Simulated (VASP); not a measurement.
# SiC3 (P4/mmm) in VASP: a series of runs

Runs on SiC3. Level: PBE. Tasks: relaxation of cell and atoms, single point.

All numbers are computed with VASP 6.6.1; they aren't measurements. Logs are shortened: lines on timing, memory, paths and dates and some standing lists are left out, and cuts for length are marked.

## Step 1: The cell of the first run

It takes space group P4/mmm (No. 123, tetragonal). Conventional cell: a = 5.610 Å, b = 5.610 Å, c = 3.056 Å, α = 90.00°, β = 90.00°, γ = 90.00°. Si (site symmetry 4/mmm) has 2 C at 1.53 Å within 2.0 Å. Within 1.8 Å of C (site symmetry 4mm) lie 2 C at 1.30 to 1.75 Å. C (site symmetry 4/mmm) has 2 Si at 1.53 Å within 2.0 Å.

## Step 2: Relaxation of cell and atoms, PBE

Input file INCAR:

```
SYSTEM = SiC3
  PREC = Accurate
  ENCUT = 600
  EDIFF = 1E-6
  ISMEAR = 0
  SIGMA = 0.02
  LREAL = .False.
  LASPH = .True.
  NELM = 100
  ALGO = Normal
  ISIF = 3
  LWAVE = .False.
  LCHARG = .False.
  GGA = PE
  IBRION = 2
  NSW = 100
  EDIFFG = -0.01
```

Input file KPOINTS:

```
Automatic mesh
0
Gamma
  6 6 10
  0 0 0
```

Input file POSCAR:

```
SiC3
1.0
    5.6099665035      0.0000000000      0.0000000000
    0.0000000000      5.6099665035      0.0000000000
    0.0000000000      0.0000000000      3.0562329492
Si C
1 3
Direct
    0.0000000000      0.0000000000      0.0000000000
    0.5000000000      0.5000000000      0.2134401762
    0.0000000000      0.0000000000      0.5000000000
    0.5000000000      0.5000000000      0.7865598238
```

Potentials or basis: VASP PAW PBE potentials, release 64 (Si, C).

Run with:

```bash
$ cat potpaw_PBE.64/Si/POTCAR potpaw_PBE.64/C/POTCAR > POTCAR
$ mpirun -np 1 vasp_std > vasp.out
```

OUTCAR:

```text
SYSTEM = SiC3
   PREC = Accurate
   ENCUT = 600
   EDIFF = 1E-6
   ISMEAR = 0
   LREAL = .False.
   LASPH = .True.
   NELM = 100
   ISIF = 3
   GGA = PE
   IBRION = 2
   NSW = 100
   EDIFFG = -0.01

 ion  position               nearest neighbor table
   1  0.000  0.000  0.000-   3 1.53   3 1.53
   2  0.500  0.500  0.213-   4 1.30   4 1.75
   3  0.000  0.000  0.500-   1 1.53   1 1.53
   4  0.500  0.500  0.787-   2 1.30   2 1.75

  LATTYP: Found a simple tetragonal cell.
 ALAT       =     5.6099665035
 C/A-ratio  =     0.5447863097

  Lattice vectors:

 A1 = (   5.6099665035,   0.0000000000,   0.0000000000)
 A2 = (   0.0000000000,   5.6099665035,   0.0000000000)
 A3 = (   0.0000000000,   0.0000000000,   3.0562329492)

Analysis of symmetry for initial positions (statically):
=====================================================================
 Subroutine PRICEL returns:
 Original cell was already a primitive cell.

 Routine SETGRP: Setting up the symmetry group for a
 simple tetragonal supercell.

 Subroutine GETGRP returns: Found 16 space group operations
 (whereof 16 operations were pure point group operations)
 out of a pool of 16 trial point group operations.

The static configuration has the point symmetry D_4h.

Analysis of symmetry for dynamics (positions and initial velocities):
=====================================================================
 Subroutine PRICEL returns:
 Original cell was already a primitive cell.

 Routine SETGRP: Setting up the symmetry group for a
 simple tetragonal supercell.

 Subroutine GETGRP returns: Found 16 space group operations
 (whereof 16 operations were pure point group operations)
 out of a pool of 16 trial point group operations.

The dynamic configuration has the point symmetry D_4h.

 Subroutine INISYM returns: Found 16 space group operations
 (whereof 16 operations are pure point group operations),
 and found     1 'primitive' translations

----------------------------------------------------------------------------------------

                                     Primitive cell

  volume of cell :      96.1849

  direct lattice vectors                    reciprocal lattice vectors
     5.609966503  0.000000000  0.000000000     0.178254184  0.000000000  0.000000000
     0.000000000  5.609966503  0.000000000     0.000000000  0.178254184  0.000000000
     0.000000000  0.000000000  3.056232949     0.000000000  0.000000000  0.327200189

  length of vectors
     5.609966503  5.609966503  3.056232949     0.178254184  0.178254184  0.327200189

  position of ions in fractional coordinates (direct lattice)
     0.000000000  0.000000000  0.000000000
     0.500000000  0.500000000  0.213440176
     0.000000000  0.000000000  0.500000000
     0.500000000  0.500000000  0.786559824

  ion indices of the primitive-cell ions
   primitive index   ion index
                 1           1
                 2           2
                 3           3
                 4           4

----------------------------------------------------------------------------------------

 KPOINTS: Automatic mesh

Automatic generation of k-mesh.
 Grid dimensions read from file:
 generate k-points for:    6    6   10

 Generating k-lattice:

  Cartesian coordinates                     Fractional coordinates (reciprocal lattice)
     0.029709031  0.000000000  0.000000000     0.166666667  0.000000000  0.000000000
     0.000000000  0.029709031  0.000000000     0.000000000  0.166666667  0.000000000
     0.000000000  0.000000000  0.032720019     0.000000000  0.000000000  0.100000000

  Length of vectors
     0.029709031  0.029709031  0.032720019

  Shift w.r.t. Gamma in fractional coordinates (k-lattice)
     0.000000000  0.000000000  0.000000000

 Subroutine IBZKPT returns following result:
 ===========================================

 Found     60 irreducible k-points:

 Following reciprocal coordinates:
            Coordinates               Weight
  0.000000  0.000000  0.000000      1.000000
  0.166667  0.000000  0.000000      4.000000
  0.333333  0.000000  0.000000      4.000000
  0.500000  0.000000  0.000000      2.000000
  0.166667  0.166667  0.000000      4.000000
  0.333333  0.166667  0.000000      8.000000
[... 16 lines left out ...]
  0.333333  0.000000  0.200000      8.000000
  0.500000  0.000000  0.200000      4.000000
 [... further k-points ...]
   k-points           NKPTS =     60   k-points in BZ     NKDIM =     60   number of bands    NBANDS=     12
   number of dos      NEDOS =    301   number of ions     NIONS =      4
   total plane-waves  NPLWV =  55296
   dimension x,y,z NGX =    48 NGY =   48 NGZ =   24
   dimension x,y,z NGXF=    96 NGYF=   96 NGZF=   48
   ions per type =               1   3
   NGX,Y,Z   is equivalent  to a cutoff of  14.22, 14.22, 13.05 a.u.
   NGXF,Y,Z  is equivalent  to a cutoff of  28.45, 28.45, 26.11 a.u.
 SYSTEM =  SiC3
   PREC   = accura    normal or accurate (medium, high low for compatibility)
   ISTART =      0    job   : 0-new  1-cont  2-samecut
   ICHARG =      2    charge: 1-file 2-atom 10-const
   ISPIN  =      1    spin polarized calculation?
   LNONCOLLINEAR =      F non collinear calculations
   LSORBIT =      F    spin-orbit coupling
   LASPH  =      T    aspherical Exc in radial PAW
   ENCUT  =  600.0 eV  44.10 Ry    6.64 a.u.  11.20 11.20  6.10*2*pi/ulx,y,z
   NELM   =    100;   NELMIN=  2; NELMDL= -5     # of ELM steps
   EDIFF  = 0.1E-05   stopping-criterion for ELM
   LREAL  =      F    real-space projection
   EDIFFG = -.1E-01   stopping-criterion for IOM
   NSW    =    100    number of steps for IOM
   IBRION =      2    ionic relax: 0-MD 1-quasi-New 2-CG
   NFREE  =      1    steps in history (QN), initial steepest desc. (CG)
   ISIF   =      3    stress and relaxation
   ISYM   =      2    0-nonsym 1-usesym 2-fastsym
   POTIM  = 0.5000    time-step for ionic-motion
   TEBEG  =    0.0;   TEEND  =   0.0 temperature during run
   PSTRESS=    0.0 pullay stress
   NELECT =      16.0000    total number of electrons
   NUPDOWN=      -1.0000    fix difference up-down
   EMIN   =  10.00;   EMAX   =-10.00  energy-range for DOS
   EFERMI =   0.00;   METHOD = LEGACY
   ISMEAR =     0;   SIGMA  =   0.02  broadening in eV -4-tet -1-fermi 0-gaus
   EFERMI_NEDOS =   21; number of points for ismear=-14 and -15
   IALGO  =     38    algorithm
   IMIX   =      4    mixing-type and parameters
     AMIX     =   0.40;   BMIX     =  1.00
     AMIX_MAG =   1.60;   BMIX_MAG =  1.00
  volume/ion in A,a.u.               =      24.05       162.27
  Fermi-wavevector in a.u.,A,eV,Ry     =   0.900352  1.701419 11.029350  0.810634
  Thomas-Fermi vector in A             =   2.023299
   LORBIT       =      0    0 simple, 1 ext, 2 COOP (PROOUT), +10 PAW based schemes
   GGA     = PE    functional components
   LHFCALC =     F    Hartree Fock is set to
   AEXX    =    0.0000 exact exchange contribution
   IVDW    =     0    specifies the selected vdW correction
   LEPSILON=     F    determine dielectric tensor
   LRPA    =     F    only Hartree local field effects (RPA)
 conjugate gradient relaxation of ions
 non-spin polarized calculation
 Gauss-broadening in eV      SIGMA  =   0.02
  energy-cutoff  :      600.00
  volume of cell :       96.18
 maximum number of plane-waves:      3238
 NGX is ok and might be reduce to    48
   NGX = 23   NGY = 23   NGZ = 13

--------------------------------------- Ionic step        1  -------------------------------------------

 number of electron      16.0000000 magnetization

 Free energy of the ion-electron system (eV)
  ---------------------------------------------------
  ext. energy  EPLUGINS =         0.00000000
  ---------------------------------------------------
  free energy    TOTEN  =       -24.28864568 eV

  energy without entropy =      -24.28864568  energy(sigma->0) =      -24.28864568

------------------------ aborting loop because EDIFF is reached ----------------------------------------

  FORCE on cell =-STRESS in cart. coord.  units (eV):
  Direction    XX          YY          ZZ          XY          YZ          ZX
  --------------------------------------------------------------------------------------
  -------------------------------------------------------------------------------------
  Total       -0.0170561     -0.0170561     -0.0888006      0.0000000      0.0000000      0.0000000
  in kB       -0.2841071     -0.2841071     -1.4791745      0.0000000      0.0000000      0.0000000
  external PRESSURE =      -0.6824629 kB  Pullay stress =       0.0000000 kB

 VOLUME and BASIS-vectors are now :
 -----------------------------------------------------------------------------
  energy-cutoff  :      600.00
  volume of cell :       96.18
      direct lattice vectors                 reciprocal lattice vectors
     5.609966503  0.000000000  0.000000000     0.178254184  0.000000000  0.000000000
     0.000000000  5.609966503  0.000000000     0.000000000  0.178254184  0.000000000
     0.000000000  0.000000000  3.056232949     0.000000000  0.000000000  0.327200189
[... 115 lines left out ...]
 POSITION                                       TOTAL-FORCE (eV/Angst)
 -----------------------------------------------------------------------------------
      5.60809     -0.00000      3.05184        -0.000000     -0.000000      0.000000
      2.80404      2.80404      0.65255        -0.000000     -0.000000      0.061501
      5.60809     -0.00000      1.52592         0.000000     -0.000000      0.000000
      2.80404      2.80404      2.39929         0.000000      0.000000     -0.061501
 -----------------------------------------------------------------------------------
    total drift:                                0.000000     -0.000000     -0.000000

  FREE ENERGIE OF THE ION-ELECTRON SYSTEM (eV)
  ---------------------------------------------------
  free  energy   TOTEN  =       -24.2886013504 eV

  energy  without entropy=      -24.2886013504  energy(sigma->0) =      -24.28860135

--------------------------------------- Ionic step        5  -------------------------------------------

 number of electron      16.0000000 magnetization

 Free energy of the ion-electron system (eV)
  ---------------------------------------------------
  ext. energy  EPLUGINS =         0.00000000
  ---------------------------------------------------
  free energy    TOTEN  =       -24.28875685 eV

  energy without entropy =      -24.28875685  energy(sigma->0) =      -24.28875685

 E-fermi :  -0.8753     XC(G=0):  -6.6848

 val. band max:       -0.9664662003   @ k =   0.5000   0.0000   0.5000
 cond. band min:       0.2118325554   @ k =   0.0000   0.0000   0.0000
 fundamental gap:      1.1782987557
 Fermi energy:        -0.8753259964

 k-point     1 :       0.0000    0.0000    0.0000
  band No.  band energies     occupation
      1     -15.5918      2.00000
      2     -12.9654      2.00000
      3      -7.9371      2.00000
      4      -4.7748      2.00000
      5      -4.7748      2.00000
      6      -4.5800      2.00000
      7      -3.0986      2.00000
      8      -3.0986      2.00000
      9       0.2118      0.00000
     10       1.9800      0.00000
     11       4.6703      0.00000
     12       5.9966      0.00000

 k-point     2 :       0.1667    0.0000    0.0000
  band No.  band energies     occupation
      1     -15.5906      2.00000
      2     -12.9662      2.00000
      3      -7.9375      2.00000
      4      -4.7673      2.00000
      5      -4.7539      2.00000
      6      -4.5798      2.00000
      7      -3.1704      2.00000
      8      -3.1340      2.00000
      9       0.2120      0.00000
     10       2.1559      0.00000
     11       4.8489      0.00000
     12       6.0110      0.00000
[... 316 lines left out ...]
 k-point    24 :       0.5000    0.0000    0.2000
  band No.  band energies     occupation
      1     -15.2596      2.00000
      2     -12.4993      2.00000
      3      -9.0668      2.00000
      4      -5.9456      2.00000
      5      -4.2144      2.00000
      6      -4.1688      2.00000
      7      -2.8666      2.00000
      8      -2.7371      2.00000
      9       1.7037      0.00000
     10       3.5705      0.00000
     11       4.0829      0.00000
     12       4.1116      0.00000

 [... further k-points ...]
[... 5 lines left out ...]
  --------------------------------------------------------------------------------------
  -------------------------------------------------------------------------------------
  Total       -0.0193979     -0.0193979      0.0155627      0.0000000      0.0000000      0.0000000
  in kB       -0.3233971     -0.3233971      0.2594579      0.0000000      0.0000000      0.0000000
  external PRESSURE =      -0.1291121 kB  Pullay stress =       0.0000000 kB

 VOLUME and BASIS-vectors are now :
 -----------------------------------------------------------------------------
  energy-cutoff  :      600.00
  volume of cell :       96.10
      direct lattice vectors                 reciprocal lattice vectors
     5.609239127 -0.000000000  0.000000000     0.178277299 -0.000000000  0.000000000
    -0.000000000  5.609239127  0.000000000     0.000000000  0.178277299  0.000000000
    -0.000000000 -0.000000000  3.054362496    -0.000000000 -0.000000000  0.327400563

 POSITION                                       TOTAL-FORCE (eV/Angst)
 -----------------------------------------------------------------------------------
     -0.00000      0.00000      0.00000        -0.000000     -0.000000      0.000000
      2.80462      2.80462      0.65312        -0.000000     -0.000000      0.000816
     -0.00000     -0.00000      1.52718         0.000000      0.000000      0.000000
      2.80462      2.80462      2.40124         0.000000      0.000000     -0.000816
 -----------------------------------------------------------------------------------
    total drift:                                0.000000     -0.000000     -0.000000

  FREE ENERGIE OF THE ION-ELECTRON SYSTEM (eV)
  ---------------------------------------------------
  free  energy   TOTEN  =       -24.2887568493 eV

  energy  without entropy=      -24.2887568493  energy(sigma->0) =      -24.28875685

 reached required accuracy - stopping structural energy minimisation
```

It took 5.3 min on 1 thread of Intel Xeon 8259CL, shared host; peak memory 0.27 GiB.

Results:

```
Free energy                           : -24.2888 eV
Relaxed volume                        : 24.03 Å³/atom
Relaxed cell                          : a = 5.609 Å, b = 5.609 Å, c = 3.054 Å, α = 90.00°, β = 90.00°, γ = 90.00°
Space group after relaxing (to 0.1 Å) : P4/mmm (No. 123)
Energy gained by relaxing             : 0.0 meV/atom
Ionic steps                           : 5
Pressure after relaxing               : 0.0 GPa
Band gap on the k mesh                : 1.18 eV (least direct gap 1.52 eV)
```

Step by step:
| step | energy change (eV) | largest force (eV/Å) | pressure (GPa) | volume (Å³) |
| --- | --- | --- | --- | --- |
| 1 | 0.0000 | 0.0673 | -0.07 | 96.18 |
| 2 | 0.0002 | 0.1521 | -0.06 | 96.04 |
| 3 | -0.0001 | 0.0147 | -0.07 | 96.13 |
| 4 | 0.0000 | 0.0615 | 0.19 | 95.98 |
| 5 | -0.0001 | 0.0008 | -0.01 | 96.10 |

Final structure:
```cif
data_structure
_symmetry_space_group_name_H-M 'P 1'
_symmetry_Int_Tables_number 1
_cell_length_a 5.6092
_cell_length_b 5.6092
_cell_length_c 3.0544
_cell_angle_alpha 90.000
_cell_angle_beta 90.000
_cell_angle_gamma 90.000
_cell_volume 96.10
loop_
_atom_site_label
_atom_site_type_symbol
_atom_site_fract_x
_atom_site_fract_y
_atom_site_fract_z
_atom_site_occupancy
Si1 Si 0.00000 0.00000 0.00000 1
C1 C 0.50000 0.50000 0.21383 1
C2 C 0.00000 0.00000 0.50000 1
C3 C 0.50000 0.50000 0.78617 1
```

A k mesh can miss the band edges.

(Part 1 of 2 ends here.)
